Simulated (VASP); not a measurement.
# Nb3Sn (Pm-3n) in VASP: notebook

Aim: see how the results for Nb3Sn move with the level of theory and the settings. Levels: PBEsol, LDA. Tasks: relaxation of cell and atoms.

Everything below comes from runs of VASP 6.6.1. Logs are shortened: lines on timing, memory, paths and dates and some standing lists are left out, and cuts for length are marked.

## Step 1: The cell of the first run

The structure is cubic, space group Pm-3n (No. 223). The conventional cell has a = 5.314 Å, b = 5.314 Å, c = 5.314 Å, α = 90.00°, β = 90.00°, γ = 90.00°. Within 3.5 Å of Nb (site symmetry -4m2) lie 10 Nb at 2.66 to 3.25 Å and 4 Sn at 2.97 Å. Sn (site symmetry m-3) has 12 Nb at 2.97 Å within 3.9 Å.

## Step 2: Relaxation of cell and atoms, PBEsol

Input file INCAR:

```
SYSTEM = Nb3Sn
PREC = Accurate ; ENCUT = 600
EDIFF = 1E-7 ; ISMEAR = -1
SIGMA = 0.02 ; LREAL = .False.
LASPH = .True. ; NELM = 100
ALGO = Normal ; ISIF = 3
LWAVE = .False. ; LCHARG = .False.
GGA = PS ; IBRION = 2
NSW = 80 ; EDIFFG = -0.005
```

Input file KPOINTS:

```
Automatic mesh
0
Gamma
  4 4 4
  0 0 0
```

Input file POSCAR:

```
Nb3Sn
1.0
    5.3144261171      0.0000000000      0.0000000000
    0.0000000000      5.3144261171      0.0000000000
    0.0000000000      0.0000000000      5.3144261171
Nb Sn
6 2
Direct
    0.2500000000      0.0000000000      0.5000000000
    0.5000000000      0.7500000000      0.0000000000
    0.7500000000      0.0000000000      0.5000000000
    0.5000000000      0.2500000000      0.0000000000
    0.0000000000      0.5000000000      0.7500000000
    0.0000000000      0.5000000000      0.2500000000
    0.0000000000      0.0000000000      0.0000000000
    0.5000000000      0.5000000000      0.5000000000
```

Potentials or basis: VASP PAW PBE potentials, release 64 (Nb_sv, Sn_d).

Run with:

```sh
> cat potpaw_PBE.64/Nb_sv/POTCAR potpaw_PBE.64/Sn_d/POTCAR > POTCAR
> mpirun -np 1 vasp_std > vasp.out
```

OUTCAR:

```text
SYSTEM = Nb3Sn
   PREC = Accurate
   ENCUT = 600
   EDIFF = 1E-7
   ISMEAR = -1
   LREAL = .False.
   LASPH = .True.
   NELM = 100
   ISIF = 3
   GGA = PS
   IBRION = 2
   NSW = 80
   EDIFFG = -0.005

 ion  position               nearest neighbor table
   1  0.250  0.000  0.500-   3 2.66   3 2.66   8 2.97   7 2.97   8 2.97   7 2.97
   2  0.500  0.750  0.000-   4 2.66   4 2.66   8 2.97   8 2.97   7 2.97   7 2.97
   3  0.750  0.000  0.500-   1 2.66   1 2.66   8 2.97   7 2.97   8 2.97   7 2.97
   4  0.500  0.250  0.000-   2 2.66   2 2.66   8 2.97   8 2.97   7 2.97   7 2.97
   5  0.000  0.500  0.750-   6 2.66   6 2.66   8 2.97   7 2.97   7 2.97   8 2.97
   6  0.000  0.500  0.250-   5 2.66   5 2.66   8 2.97   7 2.97   7 2.97   8 2.97
   7  0.000  0.000  0.000-   1 2.97   2 2.97   3 2.97   4 2.97   5 2.97   6 2.97   1 2.97   3 2.97
                             5 2.97   6 2.97   2 2.97   4 2.97
   8  0.500  0.500  0.500-   1 2.97   2 2.97   3 2.97   4 2.97   5 2.97   6 2.97   2 2.97   4 2.97
                             1 2.97   3 2.97   5 2.97   6 2.97

  LATTYP: Found a simple cubic cell.
 ALAT       =     5.3144261171

  Lattice vectors:

 A1 = (   5.3144261171,   0.0000000000,   0.0000000000)
 A2 = (   0.0000000000,   5.3144261171,   0.0000000000)
 A3 = (   0.0000000000,   0.0000000000,   5.3144261171)

Analysis of symmetry for initial positions (statically):
=====================================================================
 Subroutine PRICEL returns:
 Original cell was already a primitive cell.

 Routine SETGRP: Setting up the symmetry group for a
 simple cubic supercell.

 Subroutine GETGRP returns: Found 48 space group operations
 (whereof 24 operations were pure point group operations)
 out of a pool of 48 trial point group operations.

The static configuration has the point symmetry T_h .
 The point group associated with its full space group is O_h .

Analysis of symmetry for dynamics (positions and initial velocities):
=====================================================================
 Subroutine PRICEL returns:
 Original cell was already a primitive cell.

 Routine SETGRP: Setting up the symmetry group for a
 simple cubic supercell.

 Subroutine GETGRP returns: Found 48 space group operations
 (whereof 24 operations were pure point group operations)
 out of a pool of 48 trial point group operations.

The dynamic configuration has the point symmetry T_h .
 The point group associated with its full space group is O_h .

 Subroutine INISYM returns: Found 48 space group operations
 (whereof 24 operations are pure point group operations),
 and found     1 'primitive' translations

----------------------------------------------------------------------------------------

                                     Primitive cell

  volume of cell :     150.0960

  direct lattice vectors                    reciprocal lattice vectors
     5.314426117  0.000000000  0.000000000     0.188167072  0.000000000  0.000000000
     0.000000000  5.314426117  0.000000000     0.000000000  0.188167072  0.000000000
     0.000000000  0.000000000  5.314426117     0.000000000  0.000000000  0.188167072

  length of vectors
     5.314426117  5.314426117  5.314426117     0.188167072  0.188167072  0.188167072

  position of ions in fractional coordinates (direct lattice)
     0.250000000  0.000000000  0.500000000
     0.500000000  0.750000000  0.000000000
     0.750000000  0.000000000  0.500000000
     0.500000000  0.250000000  0.000000000
     0.000000000  0.500000000  0.750000000
     0.000000000  0.500000000  0.250000000
     0.000000000  0.000000000  0.000000000
     0.500000000  0.500000000  0.500000000

  ion indices of the primitive-cell ions
   primitive index   ion index
                 1           1
                 2           2
                 3           3
                 4           4
                 5           5
                 6           6
                 7           7
                 8           8

----------------------------------------------------------------------------------------

 KPOINTS: Automatic mesh

Automatic generation of k-mesh.
 Grid dimensions read from file:
 generate k-points for:    4    4    4

 Generating k-lattice:

  Cartesian coordinates                     Fractional coordinates (reciprocal lattice)
     0.047041768  0.000000000  0.000000000     0.250000000  0.000000000  0.000000000
     0.000000000  0.047041768  0.000000000     0.000000000  0.250000000  0.000000000
     0.000000000  0.000000000  0.047041768     0.000000000  0.000000000  0.250000000

  Length of vectors
     0.047041768  0.047041768  0.047041768

  Shift w.r.t. Gamma in fractional coordinates (k-lattice)
     0.000000000  0.000000000  0.000000000

 Subroutine IBZKPT returns following result:
 ===========================================

 Found     10 irreducible k-points:

 Following reciprocal coordinates:
            Coordinates               Weight
  0.000000  0.000000  0.000000      1.000000
  0.250000  0.000000  0.000000      6.000000
  0.500000  0.000000  0.000000      3.000000
  0.250000  0.250000  0.000000     12.000000
  0.500000  0.250000  0.000000     12.000000
  0.500000  0.500000  0.000000      3.000000
  0.250000  0.250000  0.250000      8.000000
  0.500000  0.250000  0.250000     12.000000
  0.500000  0.500000  0.250000      6.000000
  0.500000  0.500000  0.500000      1.000000
   k-points           NKPTS =     10   k-points in BZ     NKDIM =     10   number of bands    NBANDS=     63
   number of dos      NEDOS =    301   number of ions     NIONS =      8
   total plane-waves  NPLWV =  74088
   dimension x,y,z NGX =    42 NGY =   42 NGZ =   42
   dimension x,y,z NGXF=    84 NGYF=   84 NGZF=   84
   ions per type =               6   2
   NGX,Y,Z   is equivalent  to a cutoff of  13.14, 13.14, 13.14 a.u.
   NGXF,Y,Z  is equivalent  to a cutoff of  26.28, 26.28, 26.28 a.u.
 SYSTEM =  Nb3Sn
   PREC   = accura    normal or accurate (medium, high low for compatibility)
   ISTART =      0    job   : 0-new  1-cont  2-samecut
   ICHARG =      2    charge: 1-file 2-atom 10-const
   ISPIN  =      1    spin polarized calculation?
   LNONCOLLINEAR =      F non collinear calculations
   LSORBIT =      F    spin-orbit coupling
   LASPH  =      T    aspherical Exc in radial PAW
   ENCUT  =  600.0 eV  44.10 Ry    6.64 a.u.  10.61 10.61 10.61*2*pi/ulx,y,z
   NELM   =    100;   NELMIN=  2; NELMDL= -5     # of ELM steps
   EDIFF  = 0.1E-06   stopping-criterion for ELM
   LREAL  =      F    real-space projection
   EDIFFG = -.5E-02   stopping-criterion for IOM
   NSW    =     80    number of steps for IOM
   IBRION =      2    ionic relax: 0-MD 1-quasi-New 2-CG
   NFREE  =      1    steps in history (QN), initial steepest desc. (CG)
   ISIF   =      3    stress and relaxation
   ISYM   =      2    0-nonsym 1-usesym 2-fastsym
   POTIM  = 0.5000    time-step for ionic-motion
   TEBEG  =    0.0;   TEEND  =   0.0 temperature during run
   PSTRESS=    0.0 pullay stress
   NELECT =     106.0000    total number of electrons
   NUPDOWN=      -1.0000    fix difference up-down
   EMIN   =  10.00;   EMAX   =-10.00  energy-range for DOS
   EFERMI =   0.00;   METHOD = LEGACY
   ISMEAR =    -1;   SIGMA  =   0.02  broadening in eV -4-tet -1-fermi 0-gaus
   EFERMI_NEDOS =   21; number of points for ismear=-14 and -15
   IALGO  =     38    algorithm
   IMIX   =      4    mixing-type and parameters
     AMIX     =   0.40;   BMIX     =  1.00
     AMIX_MAG =   1.60;   BMIX_MAG =  1.00
  volume/ion in A,a.u.               =      18.76       126.61
  Fermi-wavevector in a.u.,A,eV,Ry     =   1.457875  2.754985 28.917832  2.125401
  Thomas-Fermi vector in A             =   2.574626
   LORBIT       =      0    0 simple, 1 ext, 2 COOP (PROOUT), +10 PAW based schemes
   GGA     = PS    functional components
   LHFCALC =     F    Hartree Fock is set to
   AEXX    =    0.0000 exact exchange contribution
   IVDW    =     0    specifies the selected vdW correction
   LEPSILON=     F    determine dielectric tensor
   LRPA    =     F    only Hartree local field effects (RPA)
 conjugate gradient relaxation of ions
 non-spin polarized calculation
  energy-cutoff  :      600.00
  volume of cell :      150.10
 maximum number of plane-waves:      5056
   NGX = 21   NGY = 21   NGZ = 21

--------------------------------------- Ionic step        1  -------------------------------------------

 number of electron     106.0000020 magnetization

 Free energy of the ion-electron system (eV)
  ---------------------------------------------------
  ext. energy  EPLUGINS =         0.00000000
  ---------------------------------------------------
  free energy    TOTEN  =       -75.88133377 eV

  energy without entropy =      -75.85702242  energy(sigma->0) =      -75.86917810

------------------------ aborting loop because EDIFF is reached ----------------------------------------

  FORCE on cell =-STRESS in cart. coord.  units (eV):
  Direction    XX          YY          ZZ          XY          YZ          ZX
  --------------------------------------------------------------------------------------
  -------------------------------------------------------------------------------------
  Total       -5.4513093     -5.4513093     -5.4513093      0.0000000      0.0000000     -0.0000000
  in kB      -58.1891863    -58.1891863    -58.1891863      0.0000000      0.0000000     -0.0000000
  external PRESSURE =     -58.1891863 kB  Pullay stress =       0.0000000 kB
[... 111 lines left out ...]
  energy  without entropy=      -75.9594013915  energy(sigma->0) =      -75.96962604

--------------------------------------- Ionic step        4  -------------------------------------------

 number of electron     106.0000019 magnetization

 Free energy of the ion-electron system (eV)
  ---------------------------------------------------
  ext. energy  EPLUGINS =         0.00000000
  ---------------------------------------------------
  free energy    TOTEN  =       -75.97989665 eV

  energy without entropy =      -75.95951169  energy(sigma->0) =      -75.96970417

 E-fermi :  11.5753     XC(G=0): -12.5887

 val. band max:       11.5646387933   @ k =   0.5000   0.2500   0.2500
 cond. band min:      11.6429038274   @ k =   0.5000   0.5000   0.0000
 fundamental gap:      0.0782650341
 Fermi energy:        11.5752968671

 k-point     1 :       0.0000    0.0000    0.0000
  band No.  band energies     occupation
      1     -42.9037      2.00000
      2     -42.8240      2.00000
      3     -42.8240      2.00000
      4     -42.5849      2.00000
      5     -42.5849      2.00000
      6     -42.5849      2.00000
[... 684 lines left out ...]
  FREE ENERGIE OF THE ION-ELECTRON SYSTEM (eV)
  ---------------------------------------------------
  free  energy   TOTEN  =       -75.9798966484 eV

  energy  without entropy=      -75.9595116941  energy(sigma->0) =      -75.96970417

 reached required accuracy - stopping structural energy minimisation
```

Run time: 4.5 min. Hardware: 1 thread of AMD EPYC 9R45 (Zen 5), shared host; peak memory 0.28 GiB.

Results:

| Item | Value |
| --- | --- |
| Free energy | -75.9799 eV |
| Relaxed volume | 18.11 Å³/atom |
| Relaxed cell | a = 5.252 Å, b = 5.252 Å, c = 5.252 Å, α = 90.00°, β = 90.00°, γ = 90.00° |
| Space group after relaxing (to 0.1 Å) | Pm-3n (No. 223) |
| Energy gained by relaxing | 12.3 meV/atom |
| Ionic steps | 4 |
| Pressure after relaxing | 0.0 GPa |
| Band gap on the k mesh | zero (bands 53 and 54 overlap by 0.59 eV) |

The path:
| step | energy change (eV) | largest force (eV/Å) | pressure (GPa) | volume (Å³) |
| --- | --- | --- | --- | --- |
| 1 | 0.0000 | 0.0000 | -5.82 | 150.10 |
| 2 | 0.2532 | 0.0000 | 13.15 | 135.77 |
| 3 | -0.0985 | 0.0000 | -0.14 | 144.95 |
| 4 | -0.0986 | 0.0000 | -0.01 | 144.85 |

Final structure:
```xyz
8
Lattice="5.2518 0.0000 0.0000 0.0000 5.2518 0.0000 0.0000 0.0000 5.2518" Properties=species:S:1:pos:R:3 pbc="T T T"
Nb    1.3129    5.2518    2.6259
Nb    2.6259    3.9388    5.2518
Nb    3.9388    0.0000    2.6259
Nb    2.6259    1.3129    0.0000
Nb    5.2518    2.6259    3.9388
Nb    0.0000    2.6259    1.3129
Sn    0.0000    5.2518    5.2518
Sn    2.6259    2.6259    2.6259
```

Caveat: the PAW data sets were made with another functional, which shifts forces and pressure a little; spin-orbit coupling is left out, which moves the levels of the heavy elements.

## Step 3: Relaxation of cell and atoms, LDA

Input file INCAR:

```
  ALGO = Normal
  EDIFF = 1E-7
  EDIFFG = -0.005
  ENCUT = 600
  IBRION = 2
  ISIF = 3
  ISMEAR = -1
  LASPH = T
  LCHARG = F
  LREAL = F
  LWAVE = F
  NELM = 80
  NSW = 80
  PREC = Accurate
  SIGMA = 0.02
```

Input file KPOINTS:

```
k-points
0
Gamma
  4 4 4
```

POSCAR is that of step 2.

Potentials or basis: VASP PAW LDA potentials, release 64 (Nb_sv, Sn_d).

Run with:

```sh
> cat potpaw_LDA.64/Nb_sv/POTCAR potpaw_LDA.64/Sn_d/POTCAR > POTCAR
> mpirun -np 1 vasp_std > vasp.out
```

Wall time 4 min (1 thread of AMD EPYC 9R45 (Zen 5), shared host); peak memory 0.24 GiB.

It converged, with:

```
Free energy                           : -78.2814 eV
Relaxed volume                        : 17.75 Å³/atom
Relaxed cell                          : a = 5.217 Å, b = 5.217 Å, c = 5.217 Å, α = 90.00°, β = 90.00°, γ = 90.00°
Space group after relaxing (to 0.1 Å) : Pm-3n (No. 223)
Energy gained by relaxing             : 30.7 meV/atom
Ionic steps                           : 4
Pressure after relaxing               : 0.0 GPa
Band gap on the k mesh                : zero (bands 53 and 54 overlap by 0.62 eV)
```

The path:
```csv
step,energy change (eV),largest force (eV/Å),pressure (GPa),volume (Å³)
1,0.0000,0.0000,-9.21,150.10
2,0.7222,0.0000,23.72,127.87
3,-0.2451,0.0000,-0.44,142.30
4,-0.2456,0.0000,-0.04,142.00
```

Final structure:
```yaml
crystal:
  lattice:
    - [5.21707, 0.00000, 0.00000]
    - [0.00000, 5.21707, 0.00000]
    - [0.00000, 0.00000, 5.21707]
  atoms:
    - { symbol: Nb, position: [0.25000, 0.00000, 0.50000] }
    - { symbol: Nb, position: [0.50000, 0.75000, 0.00000] }
    - { symbol: Nb, position: [0.75000, 0.00000, 0.50000] }
    - { symbol: Nb, position: [0.50000, 0.25000, 0.00000] }
    - { symbol: Nb, position: [0.00000, 0.50000, 0.75000] }
    - { symbol: Nb, position: [0.00000, 0.50000, 0.25000] }
    - { symbol: Sn, position: [0.00000, 0.00000, 0.00000] }
    - { symbol: Sn, position: [0.50000, 0.50000, 0.50000] }
```

Levels at points of the mesh, in eV from the Fermi level:
| k point | band 51 | band 52 | band 53 | band 54 | band 55 | band 56 | band 57 | band 58 |
| --- | --- | --- | --- | --- | --- | --- | --- | --- |
| (0.00, 0.00, 0.00) | -0.58 | -0.58 | -0.10 | -0.10 | 2.43 | 2.43 | 2.43 | 2.61 |
| (0.50, 0.00, 0.00) | -0.91 | -0.91 | -0.37 | -0.37 | 1.57 | 1.57 | 2.22 | 2.22 |
| (0.50, 0.50, 0.00) | 0.11 | 0.11 | 0.25 | 0.56 | 0.65 | 0.65 | 0.77 | 0.86 |
| (0.50, 0.50, 0.50) | -0.02 | -0.02 | 0.13 | 0.13 | 0.13 | 0.13 | 0.13 | 0.13 |

Caveat: spin-orbit coupling is left out, which moves the levels of the heavy elements.

The gap in the log of VASP goes by the Fermi energy; the results here count the filled bands.